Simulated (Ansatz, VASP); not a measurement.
# Two plane-wave programs on HfN

```xyz
2
Lattice="0.0000 2.2739 2.2737 2.2734 0.0000 2.2737 2.2734 2.2739 0.0000" Properties=species:S:1:pos:R:3 pbc="T T T"
Hf    0.0000    0.0000    0.0000
N     2.2734    2.2739    2.2737
```

Change from the starting cell: atom 2 moved 0.45 Å; relaxed back.

Alike in both runs: functional PBE; k mesh 12 × 12 × 12; occupations gaussian, width 0.15 eV; no spin polarisation.

Ansatz relaxed the structure, and its values are those at the end. VASP's run is a single point on that final structure, the one shown.

|  | VASP | Ansatz |
| --- | --- | --- |
| version | VASP 6.6.1 | Ansatz 0.2.0 |
| potentials or method | VASP PAW PBE potentials, release 64 (Hf_pv, N), cutoff 520 eV | scalar-relativistic, plane waves, PAW |
| valence electrons in the cell | 15 | 31 |

Ansatz gave:

* gap on the k mesh at the Fermi level (eV): none
* pressure (GPa): 0.0

Q: Which values does VASP return?

A: gap on the k mesh at the Fermi level (eV): none; pressure (GPa): -2.3.

A gap of «none» marks a metal or a gap that the smearing closes. The functional is the same, so the differences come from potentials, cutoffs and numerics. VASP's potentials hold 15 valence electrons a cell and Ansatz's 31, so a difference there can come from the potentials and not from the codes.

Neither program's run includes spin-orbit coupling.
